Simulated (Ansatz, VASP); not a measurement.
One calculation of AlNi3, two programs

```xyz
4
Lattice="0.0000 2.8019 2.8019 2.8019 0.0000 2.8019 2.8019 2.8019 0.0000" Properties=species:S:1:pos:R:3 pbc="T T T"
Al    2.8019    2.8019    2.8019
Ni    1.4009    1.4009    1.4009
Ni    0.0000    0.0000    0.0000
Ni    4.2028    4.2028    4.2028
```

Alike in both runs: task single point; functional r2SCAN; k mesh 14 × 14 × 14; occupations fermi-dirac, width 0.05 eV; no spin polarisation.

```csv
,VASP,Ansatz
version,VASP 6.6.1,Ansatz 0.2.0
potentials or method,"VASP PAW PBE potentials, release 64 (Al, Ni), cutoff 520 eV","scalar-relativistic, plane waves, PAW"
valence electrons in the cell,33,57
```

|  | VASP | Ansatz | Ansatz less VASP |
| --- | --- | --- | --- |
| gap on the k mesh at the Fermi level (eV) | none | none | - |
| pressure (GPa) | 0.1 | 0.0 | -0.12 |

VASP's potentials were made for PBE, not for r2SCAN. A gap of «none» marks a metal or a gap that the smearing closes. The functional is the same, so the differences come from potentials, cutoffs and numerics. VASP's potentials hold 33 valence electrons a cell and Ansatz's 57, so a difference there can come from the potentials and not from the codes.
